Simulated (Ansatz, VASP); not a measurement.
SiGeTe2S2: VASP beside Ansatz

Contents of INCAR:

```
SYSTEM = SiGeTe2S2
ALGO = Normal ; EDIFF = 1E-6
EDIFFG = -0.04 ; ENCUT = 600
GGA = PE ; IBRION = 2
ISIF = 3 ; ISMEAR = 0
LASPH = .TRUE. ; LCHARG = .FALSE.
LREAL = .FALSE. ; LWAVE = .FALSE.
NELM = 100 ; NSW = 90
PREC = Accurate ; SIGMA = 0.1
```

Contents of KPOINTS:

```
k-points
0
G
  4 4 4
  0 0 0
```

File POSCAR:

```
SiGeTe2S2
1.0
   -3.0228218600      3.0228218600      4.6233092700
    3.0228218600     -3.0228218600      4.6233092700
    3.0228218600      3.0228218600     -4.6233092700
Si Ge Te S
1 1 2 2
Direct
    0.5000000000      0.5000000000      0.0000000000
    0.0000000000      0.0000000000      0.0000000000
    0.7036286000      0.7036286000      0.0000000000
    0.2963714000      0.2963714000      0.0000000000
    0.5000000000      0.0000000000      0.5000000000
    0.0000000000      0.5000000000      0.5000000000
```

Input for Ansatz:

```yaml
crystal:
  lattice:
    - [-3.02282186, 3.02282186, 4.62330927]
    - [3.02282186, -3.02282186, 4.62330927]
    - [3.02282186, 3.02282186, -4.62330927]
  atoms:
    - { symbol: Si, position: [0.5, 0.5, 0.0] }
    - { symbol: Ge, position: [0.0, 0.0, 0.0] }
    - { symbol: Te, position: [0.7036286, 0.7036286, 0.0] }
    - { symbol: Te, position: [0.2963714, 0.2963714, 0.0] }
    - { symbol: S, position: [0.5, 0.0, 0.5] }
    - { symbol: S, position: [0.0, 0.5, 0.5] }
basis:
  ecutwfc: 420
kpoints:
  mp_grid: { grid: [4, 4, 4] }
hamiltonian:
  xc: pbe
scf:
  occupations: { method: gaussian, width: 0.1 }
  lower_state_search: "off"
output:
  forces: true
  stress: true
  eigenvalues: true
relax:
  adjacent_minimum: "off"
  f_tol: 0.04
  max_steps: 70
  cell: { stress_tol: 0.4 }
```

Alike in both runs: task relaxation of cell and atoms; functional PBE; k mesh 4 × 4 × 4; occupations gaussian, width 0.1 eV; no spin polarisation.

```csv
,VASP,Ansatz
version,VASP 6.6.1,Ansatz 0.2.0
potentials or method,"VASP PAW PBE potentials, release 64 (Si, Ge_d, Te, S), cutoff 600 eV","scalar-relativistic, plane waves, PAW"
valence electrons in the cell,42,62
```

VASP gave:

```
gap on the k mesh at the Fermi level, each at its own relaxed structure (eV) : none
relaxed volume (Å³/atom)                                                     : 22.99
relaxed cell length with the largest relative difference (Å)                 : 6.696
```

**Question.** What did Ansatz give for the same quantities?

**Answer.** gap on the k mesh at the Fermi level, each at its own relaxed structure (eV): none; relaxed volume (Å³/atom): 23.02; relaxed cell length with the largest relative difference (Å): 6.697.

A gap of «none» marks a metal or a gap that the smearing closes. VASP's potentials hold 42 valence electrons a cell and Ansatz's 62, so a difference there can come from the potentials and not from the codes.

The k mesh is coarse, so the values compare programs but aren't converged. Spin-orbit coupling is off throughout. Noted on VASP's run: the volume moved by over 15 % at a fixed basis, so the end points are rough.
